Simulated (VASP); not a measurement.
# AlFe: single point with PBE

The system is AlFe.

```
Al Fe
1.0
     2.70140    0.00000    0.00000
     0.00000    2.70140    0.00000
     0.00000    0.00000    2.70140
Al Fe
1 1
Direct
  0.00000 0.00000 0.00000
  0.50000 0.50000 0.50000
```

This cell differs from its parent crystal: volume scaled by 0.8.

| Item | Value |
| --- | --- |
| Program | VASP 6.6.1 |
| Task | single point |
| Functional | PBE |
| Potentials or basis | VASP PAW PBE potentials, release 64 (Al, Fe) |
| Cutoff | 520 eV |
| k mesh | 11 × 11 × 11 |
| Occupations | fermi-dirac, width 0.1 eV |
| Spin | collinear spin, ferromagnetic start |
| Starting moments | [0.0, 3.0] μB |
| Dipole correction | no |
| Further INCAR settings | ALGO = Normal; EDIFF = 1e-06; NBANDS = 16 |

```
Pressure                                              : 48.8 GPa
Net moment                                            : 0.51 μB per cell
Site moments                                          : Al -0.01; Fe +0.52 μB
Valence electrons inside the program's atomic spheres : Al 0.97; Fe 7.87
```

Levels at points of the mesh, in eV from the Fermi level:
Spin up:
```tsv
k point	band 4	band 5	band 6	band 7	band 8	band 9
(0.00, 0.00, 0.00)	-0.13	-0.13	-0.13	7.66	7.66	7.66
```
Spin down:
```
           k point  band 2  band 3  band 4  band 5  band 6  band 7  band 8  band 9
(0.00, 0.00, 0.00)   -2.85   -2.85    0.46    0.46    0.46    7.71    7.71    7.71
```

Run time: 12 s on 1 thread of Intel(R) Xeon(R) 6975P-C (Granite Rapids) (shared host), peak memory 0.15 GiB.
